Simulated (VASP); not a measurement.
# Hf in VASP: single point with PBE

Aim: the single point of Hf with PBE.

All numbers are computed with VASP 6.6.1; they aren't measurements. Logs are shortened: lines on timing, memory, paths and dates and some standing lists are left out, and cuts for length are marked.

### 1 The cell of the first run

The cell holds a slab with vacuum, 5 atoms: a = 3.205 Å, b = 3.205 Å, c = 25.135 Å, α = 90.00°, β = 90.00°, γ = 120.00°.

### 2 Single point, PBE

File INCAR:

```
PREC = Accurate
ENCUT = 400
EDIFF = 1E-6
ISMEAR = 0
SIGMA = 0.1
LREAL = F
LASPH = T
NELM = 120
ALGO = Normal
ISIF = 2
LWAVE = F
LCHARG = T
LDIPOL = T
IDIPOL = 3
DIPOL = 0.5 0.5 0.500
GGA = PE
LELF = T
LVHAR = T
LVACPOTAV = T
ISYM = -1
NBANDS = 33
GGA_COMPAT = F
NELMDL = -8
```

File KPOINTS:

```
explicit points
72
Reciprocal
  0.04166667   0.04166667   0.00000000 2
  0.04166667   0.12500000   0.00000000 2
  0.04166667   0.20833333   0.00000000 2
  0.04166667   0.29166667   0.00000000 2
  0.04166667   0.37500000   0.00000000 2
  0.04166667   0.45833333   0.00000000 2
  0.04166667   0.54166667   0.00000000 2
  0.04166667   0.62500000   0.00000000 2
  0.04166667   0.70833333   0.00000000 2
  0.04166667   0.79166667   0.00000000 2
  0.04166667   0.87500000   0.00000000 2
  0.04166667   0.95833333   0.00000000 2
  0.12500000   0.04166667   0.00000000 2
  0.12500000   0.12500000   0.00000000 2
  0.12500000   0.20833333   0.00000000 2
  0.12500000   0.29166667   0.00000000 2
  0.12500000   0.37500000   0.00000000 2
  0.12500000   0.45833333   0.00000000 2
  0.12500000   0.54166667   0.00000000 2
  0.12500000   0.62500000   0.00000000 2
  0.12500000   0.70833333   0.00000000 2
  0.12500000   0.79166667   0.00000000 2
  0.12500000   0.87500000   0.00000000 2
  0.12500000   0.95833333   0.00000000 2
  0.20833333   0.04166667   0.00000000 2
  0.20833333   0.12500000   0.00000000 2
  0.20833333   0.20833333   0.00000000 2
  0.20833333   0.29166667   0.00000000 2
  0.20833333   0.37500000   0.00000000 2
  0.20833333   0.45833333   0.00000000 2
  0.20833333   0.54166667   0.00000000 2
  0.20833333   0.62500000   0.00000000 2
  0.20833333   0.70833333   0.00000000 2
  0.20833333   0.79166667   0.00000000 2
  0.20833333   0.87500000   0.00000000 2
  0.20833333   0.95833333   0.00000000 2
  0.29166667   0.04166667   0.00000000 2
  0.29166667   0.12500000   0.00000000 2
  0.29166667   0.20833333   0.00000000 2
  0.29166667   0.29166667   0.00000000 2
  0.29166667   0.37500000   0.00000000 2
  0.29166667   0.45833333   0.00000000 2
  0.29166667   0.54166667   0.00000000 2
  0.29166667   0.62500000   0.00000000 2
  0.29166667   0.70833333   0.00000000 2
  0.29166667   0.79166667   0.00000000 2
  0.29166667   0.87500000   0.00000000 2
  0.29166667   0.95833333   0.00000000 2
  0.37500000   0.04166667   0.00000000 2
  0.37500000   0.12500000   0.00000000 2
  0.37500000   0.20833333   0.00000000 2
  0.37500000   0.29166667   0.00000000 2
  0.37500000   0.37500000   0.00000000 2
  0.37500000   0.45833333   0.00000000 2
  0.37500000   0.54166667   0.00000000 2
  0.37500000   0.62500000   0.00000000 2
  0.37500000   0.70833333   0.00000000 2
  0.37500000   0.79166667   0.00000000 2
  0.37500000   0.87500000   0.00000000 2
  0.37500000   0.95833333   0.00000000 2
  0.45833333   0.04166667   0.00000000 2
  0.45833333   0.12500000   0.00000000 2
  0.45833333   0.20833333   0.00000000 2
  0.45833333   0.29166667   0.00000000 2
  0.45833333   0.37500000   0.00000000 2
  0.45833333   0.45833333   0.00000000 2
  0.45833333   0.54166667   0.00000000 2
  0.45833333   0.62500000   0.00000000 2
  0.45833333   0.70833333   0.00000000 2
  0.45833333   0.79166667   0.00000000 2
  0.45833333   0.87500000   0.00000000 2
  0.45833333   0.95833333   0.00000000 2
```

File POSCAR:

```
Hf
1.0
    3.2047645027      0.0000000000      0.0000000000
   -1.6023822513      2.7754074725      0.0000000000
    0.0000000000      0.0000000000     25.1351545635
Hf
5
Direct
    0.3333333333      0.6666666667      0.3027881003
    0.6666666667      0.3333333333      0.3970130787
    0.3333333333      0.6666666667      0.4999999950
    0.6666666667      0.3333333333      0.6029869265
    0.3333333333      0.6666666667      0.6972118994
```

Potentials or basis: VASP PAW PBE potentials, release 64 (Hf_pv).

Started as:

```sh
$ cat potpaw_PBE.64/Hf_pv/POTCAR > POTCAR
$ mpirun -np 1 vasp_std > vasp.out
```

OUTCAR:

```text
PREC = Accurate
   ENCUT = 400
   EDIFF = 1E-6
   ISMEAR = 0
   LREAL = F
   LASPH = T
   NELM = 120
   ISIF = 2
   GGA = PE
   ISYM = -1
   NELMDL = -8

 ion  position               nearest neighbor table
   1  0.333  0.667  0.303-   2 3.01   2 3.01   2 3.01
   2  0.667  0.333  0.397-   1 3.01   1 3.01   1 3.01   3 3.18   3 3.18   3 3.18
   3  0.333  0.667  0.500-   2 3.18   2 3.18   2 3.18   4 3.18   4 3.18   4 3.18
   4  0.667  0.333  0.603-   5 3.01   5 3.01   5 3.01   3 3.18   3 3.18   3 3.18
   5  0.333  0.667  0.697-   4 3.01   4 3.01   4 3.01

IMPORTANT INFORMATION: All symmetrisations will be switched off!
NOSYMM: (Re-)initialisation of all symmetry stuff for point group C_1.

----------------------------------------------------------------------------------------

                                     Primitive cell

  volume of cell :     223.5653

  direct lattice vectors                    reciprocal lattice vectors
     3.204764503  0.000000000  0.000000000     0.312035408  0.180153727  0.000000000
    -1.602382251  2.775407472  0.000000000     0.000000000  0.360307454  0.000000000
     0.000000000  0.000000000 25.135154563     0.000000000  0.000000000  0.039784915

  length of vectors
     3.204764503  3.204764503 25.135154563     0.360307454  0.360307454  0.039784915

  position of ions in fractional coordinates (direct lattice)
     0.333333333  0.666666667  0.302788100
     0.666666667  0.333333333  0.397013079
     0.333333333  0.666666667  0.499999995
     0.666666667  0.333333333  0.602986927
     0.333333333  0.666666667  0.697211899

  ion indices of the primitive-cell ions
   primitive index   ion index
                 1           1
                 2           2
                 3           3
                 4           4
                 5           5

----------------------------------------------------------------------------------------

 KPOINTS: explicit points

Read explicit list of k-points.

 Found     72 k-points:

 Following reciprocal coordinates:
            Coordinates               Weight
  0.041667  0.041667  0.000000      0.013889
  0.041667  0.125000  0.000000      0.013889
  0.041667  0.208333  0.000000      0.013889
  0.041667  0.291667  0.000000      0.013889
  0.041667  0.375000  0.000000      0.013889
  0.041667  0.458333  0.000000      0.013889
[... 16 lines left out ...]
  0.125000  0.875000  0.000000      0.013889
  0.125000  0.958333  0.000000      0.013889
 [... further k-points ...]
   k-points           NKPTS =     72   k-points in BZ     NKDIM =     72   number of bands    NBANDS=     33
   number of dos      NEDOS =    301   number of ions     NIONS =      5
   total plane-waves  NPLWV =  96768
   dimension x,y,z NGX =    24 NGY =   24 NGZ =  168
   dimension x,y,z NGXF=    48 NGYF=   48 NGZF=  336
   ions per type =               5
   NGX,Y,Z   is equivalent  to a cutoff of  12.45, 12.45, 11.11 a.u.
   NGXF,Y,Z  is equivalent  to a cutoff of  24.90, 24.90, 22.22 a.u.
 SYSTEM =  unknown system
   PREC   = accura    normal or accurate (medium, high low for compatibility)
   ISTART =      0    job   : 0-new  1-cont  2-samecut
   ICHARG =      2    charge: 1-file 2-atom 10-const
   ISPIN  =      1    spin polarized calculation?
   LNONCOLLINEAR =      F non collinear calculations
   LSORBIT =      F    spin-orbit coupling
   LASPH  =      T    aspherical Exc in radial PAW
   ENCUT  =  400.0 eV  29.40 Ry    5.42 a.u.   5.23  5.23 40.99*2*pi/ulx,y,z
   NELM   =    120;   NELMIN=  2; NELMDL= -8     # of ELM steps
   EDIFF  = 0.1E-05   stopping-criterion for ELM
   LREAL  =      F    real-space projection
   EDIFFG = 0.1E-04   stopping-criterion for IOM
   NSW    =      0    number of steps for IOM
   IBRION =     -1    ionic relax: 0-MD 1-quasi-New 2-CG
   NFREE  =      0    steps in history (QN), initial steepest desc. (CG)
   ISIF   =      2    stress and relaxation
   ISYM   =     -1    0-nonsym 1-usesym 2-fastsym
   POTIM  = 0.5000    time-step for ionic-motion
   TEBEG  =    0.0;   TEEND  =   0.0 temperature during run
   PSTRESS=    0.0 pullay stress
   NELECT =      50.0000    total number of electrons
   NUPDOWN=      -1.0000    fix difference up-down
   EMIN   =  10.00;   EMAX   =-10.00  energy-range for DOS
   EFERMI =   0.00;   METHOD = LEGACY
   ISMEAR =     0;   SIGMA  =   0.10  broadening in eV -4-tet -1-fermi 0-gaus
   EFERMI_NEDOS =   21; number of points for ismear=-14 and -15
   IALGO  =     38    algorithm
   IMIX   =      4    mixing-type and parameters
     AMIX     =   0.40;   BMIX     =  1.00
     AMIX_MAG =   1.60;   BMIX_MAG =  1.00
  volume/ion in A,a.u.               =      44.71       301.74
  Fermi-wavevector in a.u.,A,eV,Ry     =   0.993718  1.877856 13.435432  0.987476
  Thomas-Fermi vector in A             =   2.125620
   LORBIT       =      0    0 simple, 1 ext, 2 COOP (PROOUT), +10 PAW based schemes
   GGA     = PE    functional components
   LHFCALC =     F    Hartree Fock is set to
   AEXX    =    0.0000 exact exchange contribution
   IVDW    =     0    specifies the selected vdW correction
   LEPSILON=     F    determine dielectric tensor
   LRPA    =     F    only Hartree local field effects (RPA)
 non-spin polarized calculation
 Gauss-broadening in eV      SIGMA  =   0.10
  energy-cutoff  :      400.00
  volume of cell :      223.57
 maximum number of plane-waves:      4101
 NGX is ok and might be reduce to    24
   NGX = 11   NGY = 11   NGZ = 81

 dipolmoment           0.000000      0.000000     -0.000016 electrons x Angstroem

 number of electron      50.0000012 magnetization

 dipolmoment           0.000000      0.000000      0.000003 electrons x Angstroem

 Free energy of the ion-electron system (eV)
  ---------------------------------------------------
  ext. energy  EPLUGINS =         0.00000000
  ---------------------------------------------------
  free energy    TOTEN  =       -47.72108131 eV

  energy without entropy =      -47.69559082  energy(sigma->0) =      -47.70833607

 E-fermi :   0.3738     XC(G=0):  -6.4199

 val. band max:        0.3730754017   @ k =   0.1250   0.8750   0.0000
 cond. band min:       0.3753458504   @ k =   0.3750   0.1250   0.0000
 fundamental gap:      0.0022704488
 Fermi energy:         0.3738010396

 k-point     1 :       0.0417    0.0417    0.0000
  band No.  band energies     occupation
      1     -30.7003      2.00000
      2     -30.6639      2.00000
      3     -30.3756      2.00000
      4     -30.1415      2.00000
      5     -30.1343      2.00000
      6     -30.1111      2.00000
[... 25 lines left out ...]
     32       1.7440      0.00000
     33       1.8678      0.00000

 k-point     2 :       0.0417    0.1250    0.0000
  band No.  band energies     occupation
      1     -30.6704      2.00000
      2     -30.6442      2.00000
      3     -30.3809      2.00000
      4     -30.2411      2.00000
      5     -30.2192      2.00000
      6     -30.1353      2.00000
[... 25 lines left out ...]
     32       1.8750      0.00000
     33       2.1141      0.00000

 k-point     3 :       0.0417    0.2083    0.0000
  band No.  band energies     occupation
      1     -30.6284      2.00000
      2     -30.6183      2.00000
      3     -30.4200      2.00000
      4     -30.3769      2.00000
      5     -30.3139      2.00000
      6     -30.1736      2.00000
[... 25 lines left out ...]
     32       2.0870      0.00000
     33       2.5297      0.00000

 k-point     4 :       0.0417    0.2917    0.0000
  band No.  band energies     occupation
      1     -30.6056      2.00000
      2     -30.6012      2.00000
      3     -30.5214      2.00000
      4     -30.5090      2.00000
      5     -30.3462      2.00000
      6     -30.2880      2.00000
[... 25 lines left out ...]
     32       2.0570      0.00000
     33       2.9153      0.00000

 k-point     5 :       0.0417    0.3750    0.0000
  band No.  band energies     occupation
      1     -30.6464      2.00000
      2     -30.6453      2.00000
      3     -30.5760      2.00000
      4     -30.5754      2.00000
      5     -30.3887      2.00000
      6     -30.3405      2.00000
[... 604 lines left out ...]
 k-point    22 :       0.1250    0.7917    0.0000
  band No.  band energies     occupation
      1     -30.6545      2.00000
      2     -30.6340      2.00000
      3     -30.3876      2.00000
      4     -30.2872      2.00000
      5     -30.2575      2.00000
      6     -30.1542      2.00000
[... 25 lines left out ...]
     32       2.0480      0.00000
     33       2.2621      0.00000

 k-point    23 :       0.1250    0.8750    0.0000
  band No.  band energies     occupation
      1     -30.6819      2.00000
      2     -30.6516      2.00000
      3     -30.3779      2.00000
      4     -30.2042      2.00000
      5     -30.1876      2.00000
      6     -30.1256      2.00000
[... 25 lines left out ...]
     32       1.8663      0.00000
     33       1.9364      0.00000

 k-point    24 :       0.1250    0.9583    0.0000
  band No.  band energies     occupation
      1     -30.6878      2.00000
      2     -30.6556      2.00000
      3     -30.3768      2.00000
      4     -30.1839      2.00000
      5     -30.1703      2.00000
      6     -30.1216      2.00000
[... 25 lines left out ...]
     32       1.8248      0.00000
     33       1.9072      0.00000

 [... further k-points ...]

------------------------ aborting loop because EDIFF is reached ----------------------------------------

  FORCE on cell =-STRESS in cart. coord.  units (eV):
  Direction    XX          YY          ZZ          XY          YZ          ZX
  --------------------------------------------------------------------------------------
  -------------------------------------------------------------------------------------
  Total       -1.7414280     -1.6785633     -0.4222373      0.0544419      0.0000031     -0.0000064
  in kB      -12.4799164    -12.0293974     -3.0259571      0.3901571      0.0000225     -0.0000456
  external PRESSURE =      -9.1784236 kB  Pullay stress =       0.0000000 kB

 VOLUME and BASIS-vectors are now :
 -----------------------------------------------------------------------------
  energy-cutoff  :      400.00
  volume of cell :      223.57
      direct lattice vectors                 reciprocal lattice vectors
     3.204764503  0.000000000  0.000000000     0.312035408  0.180153727  0.000000000
    -1.602382251  2.775407472  0.000000000     0.000000000  0.360307454  0.000000000
     0.000000000  0.000000000 25.135154563     0.000000000  0.000000000  0.039784915

 POSITION                                       TOTAL-FORCE (eV/Angst)
 -----------------------------------------------------------------------------------
     -0.00000      1.85027      7.61063         0.002548     -0.001471      0.051398
      1.60238      0.92514      9.97899        -0.000280      0.000162     -0.028430
     -0.00000      1.85027     12.56758        -0.004539      0.002620     -0.000034
      1.60238      0.92514     15.15617        -0.000279      0.000161      0.028470
     -0.00000      1.85027     17.52453         0.002549     -0.001472     -0.051405
 -----------------------------------------------------------------------------------
    total drift:                                0.000004     -0.000002      0.000232

  FREE ENERGIE OF THE ION-ELECTRON SYSTEM (eV)
  ---------------------------------------------------
  free  energy   TOTEN  =       -47.7210813144 eV

  energy  without entropy=      -47.6955908201  energy(sigma->0) =      -47.70833607

 vacuum level on the upper side and lower side of the slab         4.755         4.755
```

Run time: 16 min. Hardware: 1 thread of AMD EPYC 9R45 (Zen 5), shared host; peak memory 0.43 GiB.

What came out:

* Free energy: -47.7211 eV
* Largest force: 0.051 eV/Å
* Band gap on the k mesh: zero (bands 25 and 26 overlap by 1.51 eV)

Forces on the atoms (eV/Å):
```
Hf   0.003 -0.001  0.051
Hf   0.000  0.000 -0.028
Hf  -0.005  0.003  0.000
Hf   0.000  0.000  0.028
Hf   0.003 -0.001 -0.051
```

Levels at points of the mesh, in eV from the Fermi level:
| k point | band 23 | band 24 | band 25 | band 26 | band 27 | band 28 |
| --- | --- | --- | --- | --- | --- | --- |
| (0.04, 0.04, 0.00) | 0.29 | 0.36 | 0.86 | 0.88 | 1.05 | 1.13 |

Caveat: spin-orbit coupling is left out, which moves the levels of the heavy elements.
